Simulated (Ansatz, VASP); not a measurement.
One calculation of MgS, two programs

```xyz
8
Lattice="4.0402 0.0000 0.0000 -2.0201 3.4989 0.0000 0.0000 0.0000 13.0803" Properties=species:S:1:pos:R:3 pbc="T T T"
Mg    0.0000    0.0000   -0.0026
Mg    0.0000    2.3326    3.2557
Mg    2.0201    1.1663    6.5375
Mg    0.0000    2.3326    9.7958
S     0.0000    0.0000    2.4628
S     0.0000    2.3326    5.7294
S     2.0201    1.1663    9.0030
S     0.0000    2.3326   12.2695
```

Alike in both runs: functional PBE; k mesh 9 × 9 × 2; occupations gaussian, width 0.02 eV; no spin polarisation.

Ansatz relaxed the structure, and its values are those at the end. VASP's run is a single point on that final structure, the one shown.

|  | VASP | Ansatz |
| --- | --- | --- |
| version | VASP 6.6.1 | Ansatz 0.2.0 |
| potentials or method | VASP PAW PBE potentials, release 64 (Mg, S), cutoff 520 eV | scalar-relativistic, plane waves, PAW |
| valence electrons in the cell | 32 | 64 |

```csv
,VASP,Ansatz,Ansatz less VASP
gap on the k mesh at the Fermi level (eV),3.37,3.38,+0.008
least direct gap on the mesh (eV),3.37,3.38,+0.008
pressure (GPa),-0.1,0.0,+0.15
```

The functional is the same, so the differences come from potentials, cutoffs and numerics. VASP's potentials hold 32 valence electrons a cell and Ansatz's 64, so a difference there can come from the potentials and not from the codes.
